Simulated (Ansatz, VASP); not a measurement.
# SiC: VASP beside Ansatz

Contents of INCAR:

```
SYSTEM = SiC
ALGO = Normal ; EDIFF = 1E-6
ENCUT = 520 ; GGA = PS
ISIF = 2 ; ISMEAR = -1
LASPH = .TRUE. ; LCHARG = .TRUE.
LELF = .TRUE. ; LREAL = .FALSE.
LVHAR = .TRUE. ; LWAVE = .FALSE.
NBANDS = 11 ; NELM = 60
PREC = Accurate ; SIGMA = 0.08
```

File KPOINTS:

```
k-points
0
G
  17 17 17
  0 0 0
```

File POSCAR:

```
SiC
1.0
    0.0000000000      1.9758282605      1.9758282605
    1.9758282605      0.0000000000      1.9758282605
    1.9758282605      1.9758282605      0.0000000000
Si C
1 1
Direct
    0.0000000000      0.0000000000      0.0000000000
    0.5000000000      0.5000000000      0.5000000000
```

Input for Ansatz:

```yaml
crystal:
  lattice:
    - [0.0, 1.9758282605, 1.9758282605]
    - [1.9758282605, 0.0, 1.9758282605]
    - [1.9758282605, 1.9758282605, 0.0]
  atoms:
    - { symbol: Si, position: [0.0, 0.0, 0.0] }
    - { symbol: C, position: [0.5, 0.5, 0.5] }
kpoints:
  mp_grid: { grid: [17, 17, 17] }
scf:
  occupations: { method: fermi_dirac, width: 0.08 }
hamiltonian:
  xc: pbesol
  pseudopotentials: { kind: all_electron, lapw: { basis_error: 0.001 } }
output:
  forces: true
  stress: true
  eigenvalues: true
  populations: true
```

Change from the starting cell: volume scaled by 0.94, LAPW.

Alike in both runs: task single point; functional PBEsol; k mesh 17 × 17 × 17; occupations fermi-dirac, width 0.08 eV; no spin polarisation.

|  | VASP | Ansatz |
| --- | --- | --- |
| version | VASP 6.6.1 | Ansatz 0.2.0 |
| potentials or method | VASP PAW PBE potentials, release 64 (Si, C), cutoff 520 eV | all-electron LAPW, scalar-relativistic |

Ansatz gave:

```
pressure (GPa) : 18.6
```

Problem. Which values does VASP return?

Solution. Pressure (GPa): 19.1.

VASP's potentials were made for PBE, not for PBEsol. Ansatz ran all-electron here, and VASP with PAW potentials.
